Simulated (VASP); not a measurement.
**K7F8 (a cell with a defect): single point with PBE**

K7F8 (a cell with a defect):

```
CELL_PARAMETERS angstrom
0.00000 5.41919 -5.41919
5.41919 5.41919 0.00000
5.41919 0.00000 -5.41919
ATOMIC_POSITIONS crystal
K 0.50000 0.75000 0.00000
K 0.00000 0.50000 0.00000
K 0.00000 0.00000 0.00000
K 0.50000 0.50000 0.50000
K 0.50000 0.00000 0.50000
K 0.00000 0.50000 0.50000
K 0.00000 0.00000 0.50000
F 0.23749 0.75000 0.26251
F 0.23749 0.25000 0.26251
F 0.75625 0.74375 0.25625
F 0.75625 0.24375 0.25625
F 0.24375 0.75625 0.74375
F 0.24375 0.25625 0.74375
F 0.76251 0.75000 0.73749
F 0.76251 0.25000 0.73749
```

```
Program                : VASP 6.6.1
Task                   : single point
Functional             : PBE
Potentials or basis    : VASP PAW PBE potentials, release 64 (K_sv, F)
Cutoff                 : 520 eV
k mesh                 : 4 × 4 × 4
Occupations            : gaussian, width 0.05 eV
Spin                   : no spin polarisation
Dipole correction      : no
Charge                 : -1
Further INCAR settings : ALGO = Normal; EDIFF = 1e-06; NBANDS = 72; NELECT = 120.0
```

```yaml
Largest_force: 4.368 eV/Å
```

Forces in eV/Å, atoms in the order of the input:
```
K    0.000  0.000  0.000
K   -0.201  0.201 -0.531
K    0.201 -0.201  0.531
K    0.201 -0.201 -0.531
K   -0.201  0.201  0.531
K   -0.193 -0.193  0.000
K    0.193  0.193  0.000
F    3.088 -3.088  0.000
F    0.228 -0.228  0.000
F   -0.117 -0.117  0.047
F    0.117  0.117  0.047
F    0.117  0.117 -0.047
F   -0.117 -0.117 -0.047
F   -3.088  3.088  0.000
F   -0.228  0.228  0.000
```

Levels at points of the mesh, in eV from the Fermi level:
```
           k point  band 58  band 59  band 60  band 61  band 62  band 63
(0.00, 0.00, 0.00)    -0.41    -0.41    -0.23     4.78     7.27     7.53
(0.50, 0.00, 0.00)    -0.42    -0.36    -0.36     5.92     6.40     7.65
(0.00, 0.50, 0.00)    -0.46    -0.36    -0.24     6.04     6.35     7.52
(0.50, 0.50, 0.00)    -0.43    -0.40    -0.35     6.19     6.64     7.52
(0.50, 0.00, 0.50)    -0.44    -0.42    -0.24     6.35     6.53     7.25
```

Run time: 9.8 min on 1 thread of Intel(R) Xeon(R) Platinum 8488C (Sapphire Rapids) (shared host), peak memory 0.65 GiB.

Caveat: the cell carries a net charge on a neutralising background, which shifts energy and pressure; the cell is charged against a uniform background, so pressure and absolute levels hang on convention.
